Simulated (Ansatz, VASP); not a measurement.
**One calculation of LaH3, two programs**

The input POSCAR:

```
LaH3
1.0
    3.9406770000      0.0000000000      0.0000000000
    1.9703385000      3.4127263901      0.0000000000
    1.9703385000      1.1375754634      3.2175492970
La H
1 3
Direct
    0.0000000000      0.0000000000      0.0000000000
    0.5000000000      0.5000000000      0.5000000000
    0.7500000000      0.7500000000      0.7500000000
    0.2500000000      0.2500000000      0.2500000000
```

Contents of INCAR.step1:

```
  PREC = Accurate
  ENCUT = 520
  ISMEAR = 1
  SIGMA = 0.1
  LREAL = F
  LASPH = T
  NELM = 100
  NBANDS = 15
  GGA = PE
  ALGO = Normal
  EDIFF = 1E-4
  LWAVE = T
  LCHARG = F
```

The input INCAR.step2:

```
  PREC = Accurate
  ENCUT = 520
  EDIFF = 1E-6
  ISMEAR = 1
  SIGMA = 0.1
  LREAL = F
  LASPH = T
  NELM = 100
  ALGO = Normal
  ISIF = 2
  LWAVE = F
  LCHARG = F
  METAGGA = R2SCAN
  LMIXTAU = T
  NBANDS = 15
  ISTART = 1
```

KPOINTS

```
regular mesh
0
Gamma
  7 7 7
```

Input for Ansatz:

```yaml
crystal:
  lattice:
    - [3.940677, 0.0, 0.0]
    - [1.9703385000000004, 3.41272639010905, 0.0]
    - [1.9703385000000004, 1.1375754633696835, 3.217549297040528]
  atoms:
    - { symbol: La, position: [0.0, 0.0, 0.0] }
    - { symbol: H, position: [0.49999999999999983, 0.5000000000000001, 0.5] }
    - { symbol: H, position: [0.7499999999999999, 0.7500000000000001, 0.7500000000000001] }
    - { symbol: H, position: [0.24999999999999992, 0.25000000000000006, 0.25] }
kpoints:
  mp_grid:
    grid: [7, 7, 7]
hamiltonian:
  xc: r2scan
scf:
  occupations:
    method: cold
    width: 0.1
output:
  stress: true
```

Alike in both runs: task single point; functional r2SCAN; k mesh 7 × 7 × 7; no spin polarisation.

|  | VASP | Ansatz |
| --- | --- | --- |
| version | VASP 6.6.1 | Ansatz 0.2.0 |
| potentials or method | VASP PAW PBE potentials, release 64 (La, H) | plane waves, PAW |
| plane-wave cutoff (eV) | 520 | 500 |
| occupations | methfessel-paxton of order 1, width 0.1 eV | cold, width 0.1 eV |
| valence electrons in the cell | 14 | 14 |

|  | VASP | Ansatz | Ansatz less VASP |
| --- | --- | --- | --- |
| pressure (GPa) | -0.3 | 0.0 | +0.34 |

VASP's potentials were made for PBE, not for r2SCAN.

Spin-orbit coupling is off throughout.
